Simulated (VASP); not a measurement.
Runs of VASP 6.6.1 on KBr. The structure is cubic, space group Fm-3m (No. 225). Conventional cell: a = 6.604 Å, b = 6.604 Å, c = 6.604 Å, α = 90.00°, β = 90.00°, γ = 90.00°. Within 4.3 Å of K (site symmetry m-3m) lie 6 Br at 3.30 Å. Within 4.3 Å of Br (site symmetry m-3m) lie 6 K at 3.30 Å. 

```tsv
level	k mesh	cutoff (eV)	smearing	grid for exact exchange (PRECFOCK)	screening parameter	share of exact exchange	gap on the mesh (eV)	pressure (GPa)
PBE	2 × 2 × 2	500	gaussian 0.01 eV	-	-	-	4.39	1.3
HSE06	4 × 4 × 4	520	methfessel-paxton 0.05 eV	Normal	0.2079 1/Å	-	5.59	0.5
HSE06	2 × 2 × 2	400	gaussian 0.01 eV	Normal	0.2079 1/Å	-	(a)	0.7
PBE	4 × 4 × 4	500	methfessel-paxton 0.5 eV	-	-	-	(b)	0.6
PBE-based screened hybrid	4 × 4 × 4	520	gaussian 0.01 eV	Normal	0.5 1/Å	0.2	4.90	0.5
```

Alike in all rows: task single point; potentials or basis VASP PAW PBE potentials, release 64 (K_sv, Br); no spin polarisation; cell as given.

Problem. Estimate the missing entries.

Solution. (a) 5.63; (b) 4.43.

Caveats: some runs use coarse meshes; the PAW data sets were made with another functional, which shifts forces and pressure a little (some runs).

A k mesh can miss the band edges, and the runs leave out spin-orbit coupling on Br.
